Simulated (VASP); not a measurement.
A run of VASP 6.6.1:

Contents of POSCAR:

```
GaN
1.0
    3.1890000000      0.0000000000      0.0000000000
   -1.5945000000      2.7617550100      0.0000000000
    0.0000000000      0.0000000000      5.1850000000
Ga N
2 2
Direct
    0.3333333333      0.6666666667      0.0000000000
    0.6666666667      0.3333333333      0.5000000000
    0.3333333333      0.6666666667      0.3770000000
    0.6666666667      0.3333333333      0.8770000000
```

File INCAR.step1:

```
PREC = Accurate
ENCUT = 520
ISMEAR = 0
SIGMA = 0.05
LREAL = F
LASPH = T
NELM = 60
GGA = PE
ALGO = Normal
EDIFF = 1E-4
LWAVE = T
LCHARG = F
```

File INCAR.step2:

```
PREC = Accurate
ENCUT = 520
EDIFF = 1E-6
ISMEAR = 0
SIGMA = 0.05
LREAL = F
LASPH = T
NELM = 60
ALGO = Normal
ISIF = 2
LWAVE = F
LCHARG = F
METAGGA = R2SCAN
LMIXTAU = T
IBRION = 2
NSW = 80
EDIFFG = -0.003
ISTART = 1
```

Contents of KPOINTS:

```
Automatic mesh
0
Gamma
  8 8 5
```

Potentials or basis: VASP PAW PBE potentials, release 64 (Ga_d, N).

Command:

```bash
$ cat potpaw_PBE.64/Ga_d/POTCAR potpaw_PBE.64/N/POTCAR > POTCAR
$ cp INCAR.step1 INCAR
$ mpirun -np 1 vasp_std > vasp.out
$ cp INCAR.step2 INCAR
$ mpirun -np 1 vasp_std > vasp.out
```

Hardware: 1 thread of Oxide Virtual Turin-like Processor (shared host).

Task: Estimate the wall time of this run.

Result: Run time: 5.2 min on 1 thread of Oxide Virtual Turin-like Processor (shared host), peak memory 0.15 GiB. Counts: k points 30, ion steps 2.
